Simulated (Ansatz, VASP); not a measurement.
## One calculation of HfZrS3, two programs

```
Zr Hf S
1.0
     4.87855    0.00000    0.00000
     0.00000    4.87855    0.00000
     0.00000    0.00000    4.87855
Zr Hf S
1 1 3
Direct
  0.50000 0.50000 0.50000
  0.00000 0.00000 0.00000
  0.00000 0.50000 0.50000
  0.50000 0.50000 0.00000
  0.50000 0.00000 0.50000
```

Change from the starting cell: species swapped into the NdBRh3 type (Pm-3m, No. 221).

Alike in both runs: functional PBE; k mesh 8 × 8 × 8; occupations gaussian, width 0.1 eV; collinear spin.

Ansatz relaxed the structure, and its values are those at the end. VASP's run is a single point on that final structure, the one shown.

|  | VASP | Ansatz |
| --- | --- | --- |
| version | VASP 6.6.1 | Ansatz 0.2.0 |
| potentials or method | VASP PAW PBE potentials, release 64 (Zr_sv, Hf_pv, S), cutoff 520 eV | scalar-relativistic, plane waves, PAW |
| valence electrons in the cell | 40 | 56 |

```tsv
	VASP	Ansatz	Ansatz less VASP
gap on the k mesh at the Fermi level (eV)	none	none	-
pressure (GPa)	-0.1	0.0	+0.11
net moment per atom (μB)	0.29	0.29	-0.002
size of the moment on the site where the two differ most (μB)	0.94	1.05	+0.106
```

Site moments also hang on the region over which each program counts them. A gap of «none» marks a metal or a gap that the smearing closes. VASP's potentials hold 40 valence electrons a cell and Ansatz's 56, so a difference there can come from the potentials and not from the codes.

Neither program's run includes spin-orbit coupling.
